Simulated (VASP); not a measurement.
The system is MgSiN.

```
Mg Si N
1.0
     3.38782    0.00000    0.00000
    -1.69391    2.93394    0.00000
     0.00000    0.00000    3.45959
Mg Si N
1 1 1
Direct
  0.00000 0.00000 0.00000
  0.33333 0.66667 0.00000
  0.66667 0.33333 0.50000
```

```yaml
Program: VASP 6.6.1
Task: relaxation of cell and atoms
Functional: PBE
Potentials_or_basis: VASP PAW PBE potentials, release 64 (Mg, Si, N)
Cutoff: 600 eV
k_mesh: 6 × 6 × 6
Occupations: gaussian, width 0.1 eV
Spin: no spin polarisation
```

At the start: pressure 68.6 GPa; volume 11.46 Å³/atom.

Problem. How do energy, volume and symmetry change on relaxing?

Solution. Over 14 steps the energy falls by 1683.4 meV/atom and the volume is 14.52 Å³/atom (+26.7 %); space group P-6m2 (No. 187, to 0.05 Å).

Step by step:
| step | energy change (eV) | largest force (eV/Å) | pressure (GPa) | volume (Å³) |
| --- | --- | --- | --- | --- |
| 1 | 0.0000 | 0.0000 | 68.63 | 34.39 |
| 2 | -4.0069 | 0.0000 | -14.15 | 61.88 |
| 3 | -4.6433 | 0.0000 | -3.32 | 50.46 |
| 4 | -4.6473 | 0.0000 | -4.63 | 51.31 |
| 5 | -4.6471 | 0.0000 | -4.08 | 50.95 |
| 6 | -4.8027 | 0.0000 | -2.69 | 48.23 |
| 7 | -4.9506 | 0.0000 | 0.19 | 44.74 |
| 8 | -4.7593 | 0.0000 | 13.74 | 37.80 |
| 9 | -5.0138 | 0.0000 | 2.30 | 42.93 |
| 10 | -5.0058 | 0.0000 | 5.59 | 40.84 |
| 11 | -5.0243 | 0.0000 | 3.57 | 42.03 |
| 12 | -5.0267 | 0.0000 | -0.30 | 43.32 |
| 13 | -5.0452 | 0.0000 | 1.47 | 42.68 |
| 14 | -5.0502 | 0.0000 | -0.01 | 43.57 |

Final structure:
```
Mg Si N
1.0
     4.28141    0.00000    0.00000
    -2.14071    3.70781    0.00000
     0.00000    0.00000    2.74473
Mg Si N
1 1 1
Direct
  0.00000 0.00000 0.00000
  0.33333 0.66667 0.00000
  0.66667 0.33333 0.50000
```

Caveat: the volume moved by over 15 % at a fixed basis, so the end points are rough.
